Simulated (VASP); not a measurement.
Runs of VASP 6.6.1 on ZnS. The structure is that of space group F-43m (No. 216), or close to it. The cells are those of the table. 

```csv
cell,gap on the mesh (eV),pressure (GPa)
"a = 3.739, b = 3.739, c = 3.768 Å, angles 59.7, 59.7, 60.5°, 2 atoms",2.91,4.3
"a = 3.854, b = 3.854, c = 3.825 Å, angles 60.2, 60.2, 59.5°, 2 atoms",2.57,(c)
"a = 3.768, b = 3.768, c = 3.710 Å, angles 60.5, 60.5, 59.0°, 2 atoms",2.91,4.4
"a = 3.882 Å, angles 60.0°, 2 atoms",2.46,-3.9
"a = 3.739, b = 3.739, c = 3.710 Å, angles 60.3, 60.3, 59.5°, 2 atoms",3.00,5.9
"a = 3.855, b = 3.855, c = 3.768 Å, angles 60.7, 60.7, 58.5°, 2 atoms",2.60,(a)
"a = 3.825, b = 3.825, c = 3.768 Å, angles 60.5, 60.5, 59.0°, 2 atoms",2.69,0.3
"a = 3.940 Å, angles 60.0°, 2 atoms",(b),-6.3
"a = 3.827, b = 3.827, c = 3.710 Å, angles 61.0, 61.0, 58.0°, 2 atoms",2.71,1.6
"a = 3.768 Å, angles 60.0°, 2 atoms",2.88,2.9
"a = 3.796, b = 3.796, c = 3.825 Å, angles 59.8, 59.8, 60.5°, 2 atoms",2.70,0.3
```

Alike in all rows: task single point; level r2SCAN; potentials or basis VASP PAW PBE potentials, release 64 (Zn, S); no spin polarisation; k mesh 8 × 8 × 8; cutoff (eV) 520; smearing gaussian 0.05 eV.

Task: Estimate the missing entries.

Result: (a) -0.8; (b) 2.26; (c) -1.9.

Caveats: the PAW data sets were made with another functional, which shifts forces and pressure a little; the cell stands under pressure (at least some runs); the cell stands under tension (at least some runs).

